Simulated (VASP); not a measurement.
TaTi3, 4 atoms in the cell. It takes space group Pm-3m (No. 221, cubic). Conventional cell: a = 4.076 Å, b = 4.076 Å, c = 4.076 Å, α = 90.00°, β = 90.00°, γ = 90.00°. Within 3.8 Å of Ti (site symmetry 4/mmm) lie 8 Ti at 2.88 Å and 4 Ta at 2.88 Å. Ta (site symmetry m-3m) has 12 Ti at 2.88 Å within 3.8 Å. 

- Program: VASP 6.6.1
- Task: single point
- Functional: PBEsol
- Potentials or basis: VASP PAW PBE potentials, release 64 (Ti_sv, Ta_pv)
- Cutoff: 500 eV
- k mesh: 6 × 6 × 6
- Occupations: methfessel-paxton, width 0.05 eV
- Spin: no spin polarisation
- Dipole correction: no
- Further INCAR settings: ALGO = Normal; EDIFF = 1e-06; NBANDS = 32

Potentials or basis: VASP PAW PBE potentials, release 64 (Ti_sv, Ta_pv).

Run with:

```console
$ cat potpaw_PBE.64/Ti_sv/POTCAR potpaw_PBE.64/Ta_pv/POTCAR > POTCAR
$ mpirun -np 1 vasp_std > vasp.out
```

Hardware: 1 thread of Intel Xeon 8259CL, on a shared host.

Problem. How long does it take, and how much memory?

Solution. Run time: 63 s on 1 thread of Intel Xeon 8259CL (shared host), peak memory 0.19 GiB. Counts: scf iterations 14, k points 20.
